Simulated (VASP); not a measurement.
# LiF (Griceite) (Fm-3m) in VASP: notebook

LiF (Griceite) is run at these levels: PBE; tasks: single point.

Everything below comes from runs of VASP 6.6.1. Logs are shortened: lines on timing, memory, paths and dates and some standing lists are left out, and cuts for length are marked.

**1. The cell of the first run**

Symmetry: Fm-3m, No. 225, cubic system. Conventional cell: a = 3.946 Å, b = 3.946 Å, c = 3.946 Å, α = 90.00°, β = 90.00°, γ = 90.00°. Within 2.6 Å of Li (site symmetry m-3m) lie 6 F at 1.97 Å. Within 2.6 Å of F (site symmetry m-3m) lie 6 Li at 1.97 Å.

**2. Single point, PBE**

The input, INCAR:

```
SYSTEM = LiF
ALGO = Normal
EDIFF = 1E-6
ENCUT = 520
GGA = PE
ISIF = 2
ISMEAR = 0
LASPH = .True.
LCHARG = .True.
LELF = .True.
LREAL = .False.
LVHAR = .True.
LWAVE = .False.
NBANDS = 12
NELM = 80
PREC = Accurate
SIGMA = 0.01
```

The input, KPOINTS:

```
k-points
0
Gamma
  8 8 8
  0 0 0
```

The input, POSCAR:

```
LiF
1.0
    0.0000000000      1.9728864230      1.9728864230
    1.9728864230      0.0000000000      1.9728864230
    1.9728864230      1.9728864230      0.0000000000
Li F
1 1
Direct
    0.0000000000      0.0000000000      0.0000000000
    0.5000000000      0.5000000000      0.5000000000
```

Potentials or basis: VASP PAW PBE potentials, release 64 (Li_sv, F).

Started as:

```bash
$ cat potpaw_PBE.64/Li_sv/POTCAR potpaw_PBE.64/F/POTCAR > POTCAR
$ mpirun -np 1 vasp_std > vasp.out
```

OUTCAR:

```text
SYSTEM = LiF
   EDIFF = 1E-6
   ENCUT = 520
   GGA = PE
   ISIF = 2
   ISMEAR = 0
   LASPH = .True.
   LREAL = .False.
   NELM = 80
   PREC = Accurate

 ion  position               nearest neighbor table
   1  0.000  0.000  0.000-   2 1.97   2 1.97   2 1.97   2 1.97   2 1.97   2 1.97
   2  0.500  0.500  0.500-   1 1.97   1 1.97   1 1.97   1 1.97   1 1.97   1 1.97

  LATTYP: Found a face centered cubic cell.
 ALAT       =     3.9457728460

  Lattice vectors:

 A1 = (   0.0000000000,   1.9728864230,   1.9728864230)
 A2 = (   1.9728864230,   0.0000000000,   1.9728864230)
 A3 = (   1.9728864230,   1.9728864230,   0.0000000000)

Analysis of symmetry for initial positions (statically):
=====================================================================
 Subroutine PRICEL returns:
 Original cell was already a primitive cell.

 Routine SETGRP: Setting up the symmetry group for a
 face centered cubic supercell.

 Subroutine GETGRP returns: Found 48 space group operations
 (whereof 48 operations were pure point group operations)
 out of a pool of 48 trial point group operations.

The static configuration has the point symmetry O_h .

Analysis of symmetry for dynamics (positions and initial velocities):
=====================================================================
 Subroutine PRICEL returns:
 Original cell was already a primitive cell.

 Routine SETGRP: Setting up the symmetry group for a
 face centered cubic supercell.

 Subroutine GETGRP returns: Found 48 space group operations
 (whereof 48 operations were pure point group operations)
 out of a pool of 48 trial point group operations.

The dynamic configuration has the point symmetry O_h .

 Subroutine INISYM returns: Found 48 space group operations
 (whereof 48 operations are pure point group operations),
 and found     1 'primitive' translations

----------------------------------------------------------------------------------------

                                     Primitive cell

  volume of cell :      15.3581

  direct lattice vectors                    reciprocal lattice vectors
     0.000000000  1.972886423  1.972886423    -0.253435775  0.253435775  0.253435775
     1.972886423  0.000000000  1.972886423     0.253435775 -0.253435775  0.253435775
     1.972886423  1.972886423  0.000000000     0.253435775  0.253435775 -0.253435775

  length of vectors
     2.790082736  2.790082736  2.790082736     0.438963639  0.438963639  0.438963639

  position of ions in fractional coordinates (direct lattice)
     0.000000000  0.000000000  0.000000000
     0.500000000  0.500000000  0.500000000

  ion indices of the primitive-cell ions
   primitive index   ion index
                 1           1
                 2           2

----------------------------------------------------------------------------------------

 KPOINTS: k-points

Automatic generation of k-mesh.
 Grid dimensions read from file:
 generate k-points for:    8    8    8

 Generating k-lattice:

  Cartesian coordinates                     Fractional coordinates (reciprocal lattice)
    -0.031679472  0.031679472  0.031679472     0.125000000  0.000000000  0.000000000
     0.031679472 -0.031679472  0.031679472     0.000000000  0.125000000  0.000000000
     0.031679472  0.031679472 -0.031679472     0.000000000  0.000000000  0.125000000

  Length of vectors
     0.054870455  0.054870455  0.054870455

  Shift w.r.t. Gamma in fractional coordinates (k-lattice)
     0.000000000  0.000000000  0.000000000

 Subroutine IBZKPT returns following result:
 ===========================================

 Found     29 irreducible k-points:

 Following reciprocal coordinates:
            Coordinates               Weight
  0.000000  0.000000  0.000000      1.000000
  0.125000  0.000000  0.000000      8.000000
  0.250000  0.000000  0.000000      8.000000
  0.375000  0.000000  0.000000      8.000000
  0.500000  0.000000  0.000000      4.000000
  0.125000  0.125000  0.000000      6.000000
[... 16 lines left out ...]
  0.500000  0.250000  0.125000     48.000000
 -0.375000  0.250000  0.125000     24.000000
 [... further k-points ...]
   k-points           NKPTS =     29   k-points in BZ     NKDIM =     29   number of bands    NBANDS=     12
   number of dos      NEDOS =    301   number of ions     NIONS =      2
   total plane-waves  NPLWV =  13824
   dimension x,y,z NGX =    24 NGY =   24 NGZ =   24
   dimension x,y,z NGXF=    48 NGYF=   48 NGZF=   48
   ions per type =               1   1
   NGX,Y,Z   is equivalent  to a cutoff of  14.30, 14.30, 14.30 a.u.
   NGXF,Y,Z  is equivalent  to a cutoff of  28.60, 28.60, 28.60 a.u.
 SYSTEM =  LiF
   PREC   = accura    normal or accurate (medium, high low for compatibility)
   ISTART =      0    job   : 0-new  1-cont  2-samecut
   ICHARG =      2    charge: 1-file 2-atom 10-const
   ISPIN  =      1    spin polarized calculation?
   LNONCOLLINEAR =      F non collinear calculations
   LSORBIT =      F    spin-orbit coupling
   LASPH  =      T    aspherical Exc in radial PAW
   ENCUT  =  520.0 eV  38.22 Ry    6.18 a.u.   5.19  5.19  5.19*2*pi/ulx,y,z
   NELM   =     80;   NELMIN=  2; NELMDL= -5     # of ELM steps
   EDIFF  = 0.1E-05   stopping-criterion for ELM
   LREAL  =      F    real-space projection
   EDIFFG = 0.1E-04   stopping-criterion for IOM
   NSW    =      0    number of steps for IOM
   IBRION =     -1    ionic relax: 0-MD 1-quasi-New 2-CG
   NFREE  =      0    steps in history (QN), initial steepest desc. (CG)
   ISIF   =      2    stress and relaxation
   ISYM   =      2    0-nonsym 1-usesym 2-fastsym
   POTIM  = 0.5000    time-step for ionic-motion
   TEBEG  =    0.0;   TEEND  =   0.0 temperature during run
   PSTRESS=    0.0 pullay stress
   NELECT =      10.0000    total number of electrons
   NUPDOWN=      -1.0000    fix difference up-down
   EMIN   =  10.00;   EMAX   =-10.00  energy-range for DOS
   EFERMI =   0.00;   METHOD = LEGACY
   ISMEAR =     0;   SIGMA  =   0.01  broadening in eV -4-tet -1-fermi 0-gaus
   EFERMI_NEDOS =   21; number of points for ismear=-14 and -15
   IALGO  =     38    algorithm
   IMIX   =      4    mixing-type and parameters
     AMIX     =   0.40;   BMIX     =  1.00
     AMIX_MAG =   1.60;   BMIX_MAG =  1.00
  volume/ion in A,a.u.               =       7.68        51.82
  Fermi-wavevector in a.u.,A,eV,Ry     =   1.418936  2.681400 27.393682  2.013379
  Thomas-Fermi vector in A             =   2.540009
   LORBIT       =      0    0 simple, 1 ext, 2 COOP (PROOUT), +10 PAW based schemes
   GGA     = PE    functional components
   LHFCALC =     F    Hartree Fock is set to
   AEXX    =    0.0000 exact exchange contribution
   IVDW    =     0    specifies the selected vdW correction
   LEPSILON=     F    determine dielectric tensor
   LRPA    =     F    only Hartree local field effects (RPA)
 non-spin polarized calculation
 Gauss-broadening in eV      SIGMA  =   0.01
  energy-cutoff  :      520.00
  volume of cell :       15.36
 maximum number of plane-waves:       428
 NGX is ok and might be reduce to    24
   NGX = 11   NGY = 11   NGZ = 11

 number of electron      10.0000003 magnetization

 Free energy of the ion-electron system (eV)
  ---------------------------------------------------
  ext. energy  EPLUGINS =         0.00000000
  ---------------------------------------------------
  free energy    TOTEN  =        -9.60874425 eV

  energy without entropy =       -9.60874425  energy(sigma->0) =       -9.60874425

 E-fermi :  -0.5867     XC(G=0): -10.2877

 val. band max:       -0.6281414480   @ k =   0.0000   0.0000   0.0000
 cond. band min:       9.0338172828   @ k =   0.0000   0.0000   0.0000
 fundamental gap:      9.6619587308
 Fermi energy:        -0.5866639786

 k-point     1 :       0.0000    0.0000    0.0000
  band No.  band energies     occupation
      1     -41.4211      2.00000
      2     -20.7790      2.00000
      3      -0.6281      2.00000
      4      -0.6281      2.00000
      5      -0.6281      2.00000
      6       9.0338      0.00000
      7      24.1676      0.00000
      8      24.1676      0.00000
      9      24.1676      0.00000
     10      24.3111      0.00000
     11      24.3111      0.00000
     12      24.3111      0.00000

 k-point     2 :       0.1250    0.0000    0.0000
  band No.  band energies     occupation
      1     -41.4099      2.00000
      2     -20.7132      2.00000
      3      -1.0921      2.00000
      4      -0.6668      2.00000
      5      -0.6668      2.00000
      6       9.4671      0.00000
      7      20.5361      0.00000
      8      22.3854      0.00000
      9      22.3854      0.00000
     10      25.7608      0.00000
     11      25.7609      0.00000
     12      25.8141      0.00000

 k-point     3 :       0.2500    0.0000    0.0000
  band No.  band energies     occupation
      1     -41.3830      2.00000
      2     -20.5480      2.00000
      3      -2.0939      2.00000
      4      -0.7570      2.00000
      5      -0.7570      2.00000
      6      10.2318      0.00000
      7      17.8795      0.00000
      8      20.5088      0.00000
      9      20.5088      0.00000
     10      27.3033      0.00000
     11      27.6895      0.00000
     12      27.6895      0.00000

 k-point     4 :       0.3750    0.0000    0.0000
  band No.  band energies     occupation
      1     -41.3560      2.00000
      2     -20.3732      2.00000
      3      -2.9876      2.00000
      4      -0.8433      2.00000
      5      -0.8433      2.00000
      6      10.5165      0.00000
      7      16.9298      0.00000
      8      19.2166      0.00000
      9      19.2166      0.00000
     10      29.3279      0.00000
     11      30.0776      0.00000
     12      30.0776      0.00000

 k-point     5 :       0.5000    0.0000    0.0000
  band No.  band energies     occupation
      1     -41.3448      2.00000
      2     -20.2973      2.00000
      3      -3.3365      2.00000
      4      -0.8779      2.00000
      5      -0.8779      2.00000
      6      10.4758      0.00000
      7      16.8652      0.00000
      8      18.7641      0.00000
      9      18.7641      0.00000
     10      30.8768      0.00000
     11      31.5023      0.00000
     12      31.5024      0.00000
[... 228 lines left out ...]
      1     -41.3257      2.00000
      2     -19.9831      2.00000
      3      -3.9092      2.00000
      4      -1.7210      2.00000
      5      -1.7210      2.00000
      6      14.7802      0.00000
      7      16.1354      0.00000
      8      17.5952      0.00000
      9      20.3554      0.00000
     10      20.3554      0.00000
     11      34.1306      0.00000
     12      38.7775      0.00000

 k-point    22 :       0.3750    0.2500    0.1250
  band No.  band energies     occupation
      1     -41.3641      2.00000
      2     -20.3944      2.00000
      3      -2.3756      2.00000
      4      -1.4614      2.00000
      5      -0.9467      2.00000
      6      11.4113      0.00000
      7      16.8869      0.00000
      8      19.6386      0.00000
      9      20.1901      0.00000
     10      23.7870      0.00000
     11      31.4749      0.00000
     12      31.6008      0.00000

 k-point    23 :       0.5000    0.2500    0.1250
  band No.  band energies     occupation
      1     -41.3432      2.00000
      2     -20.2307      2.00000
      3      -2.9157      2.00000
      4      -1.8487      2.00000
      5      -1.0794      2.00000
      6      12.1447      0.00000
      7      15.8423      0.00000
      8      19.0437      0.00000
      9      19.5854      0.00000
     10      25.8785      0.00000
     11      30.7559      0.00000
     12      33.4703      0.00000

 k-point    24 :      -0.3750    0.2500    0.1250
  band No.  band energies     occupation
      1     -41.3345      2.00000
      2     -20.1603      2.00000
      3      -3.1483      2.00000
      4      -1.9735      2.00000
      5      -1.1531      2.00000
      6      12.3055      0.00000
      7      15.6781      0.00000
      8      18.9039      0.00000
      9      19.2814      0.00000
     10      27.8922      0.00000
     11      29.0309      0.00000
     12      34.8189      0.00000

 [... further k-points ...]

------------------------ aborting loop because EDIFF is reached ----------------------------------------

  FORCE on cell =-STRESS in cart. coord.  units (eV):
  Direction    XX          YY          ZZ          XY          YZ          ZX
  --------------------------------------------------------------------------------------
  -------------------------------------------------------------------------------------
  Total        0.6696825      0.6696825      0.6696825      0.0000000      0.0000000     -0.0000000
  in kB       69.8623657     69.8623657     69.8623657      0.0000000      0.0000000     -0.0000000
  external PRESSURE =      69.8623657 kB  Pullay stress =       0.0000000 kB

 VOLUME and BASIS-vectors are now :
 -----------------------------------------------------------------------------
  energy-cutoff  :      520.00
  volume of cell :       15.36
      direct lattice vectors                 reciprocal lattice vectors
     0.000000000  1.972886423  1.972886423    -0.253435775  0.253435775  0.253435775
     1.972886423  0.000000000  1.972886423     0.253435775 -0.253435775  0.253435775
     1.972886423  1.972886423  0.000000000     0.253435775  0.253435775 -0.253435775

 POSITION                                       TOTAL-FORCE (eV/Angst)
 -----------------------------------------------------------------------------------
      0.00000      0.00000      0.00000        -0.000000     -0.000000      0.000000
      1.97289      1.97289      1.97289         0.000000      0.000000     -0.000000
 -----------------------------------------------------------------------------------
    total drift:                               -0.000000     -0.000000      0.000000

  FREE ENERGIE OF THE ION-ELECTRON SYSTEM (eV)
  ---------------------------------------------------
  free  energy   TOTEN  =        -9.6087442452 eV

  energy  without entropy=       -9.6087442452  energy(sigma->0) =       -9.60874425
```

It took 14 s on 1 thread of AMD EPYC 7R13, shared host; peak memory 0.1 GiB.

What came out:

| Item | Value |
| --- | --- |
| Free energy | -9.6087 eV |
| Band gap on the k mesh | 9.66 eV, direct |

Caveat: the cutoff is under 1.25 times the usual one of these potentials, so pressure, stress and relaxed cells hold a basis-set (Pulay) error.

**3. Single point, PBE**

This run uses another cell than the first one, of 7.92 Å³/atom, 1.032 times its volume.

The input, INCAR:

```
SYSTEM = LiF
PREC = Accurate
ENCUT = 520
EDIFF = 1E-6
ISMEAR = 0
SIGMA = 0.01
LREAL = .False.
LASPH = .True.
NELM = 60
ALGO = Normal
ISIF = 2
LWAVE = .False.
LCHARG = .True.
GGA = PE
LELF = .True.
LVHAR = .True.
NBANDS = 12
```

The input, KPOINTS:

```
regular mesh
0
Gamma
  8 8 8
  0 0 0
```

The input, POSCAR:

```
LiF
1.0
    0.0000000000      1.9936551747      1.9936551747
    1.9936551747      0.0000000000      1.9936551747
    1.9936551747      1.9936551747      0.0000000000
Li F
1 1
Direct
    0.0000000000      0.0000000000      0.0000000000
    0.5000000000      0.5000000000      0.5000000000
```

Potentials or basis: VASP PAW PBE potentials, release 64 (Li_sv, F).

Started as:

```bash
$ cat potpaw_PBE.64/Li_sv/POTCAR potpaw_PBE.64/F/POTCAR > POTCAR
$ mpirun -np 1 vasp_std > vasp.out
```

It took 14 s on 1 thread of AMD EPYC 7R13, shared host; peak memory 0.1 GiB.

Results (log left out):

```yaml
Free_energy: -9.6272 eV
Band_gap_on_the_k_mesh: 9.37 eV, direct
```

Levels at points of the mesh, in eV from the valence-band top:
```csv
k point,band 3,band 4,band 5,band 6,band 7,band 8
"(0.00, 0.00, 0.00)",0.00,0.00,0.00,9.37,24.37,24.37
"(0.50, 0.00, 0.00)",-2.61,-0.24,-0.24,10.93,17.10,19.14
"(0.50, 0.50, 0.00)",-3.14,-1.04,-1.04,15.10,16.62,17.82
```

Caveat: the cutoff is under 1.25 times the usual one of these potentials, so pressure, stress and relaxed cells hold a basis-set (Pulay) error. A k mesh can miss the band edges.
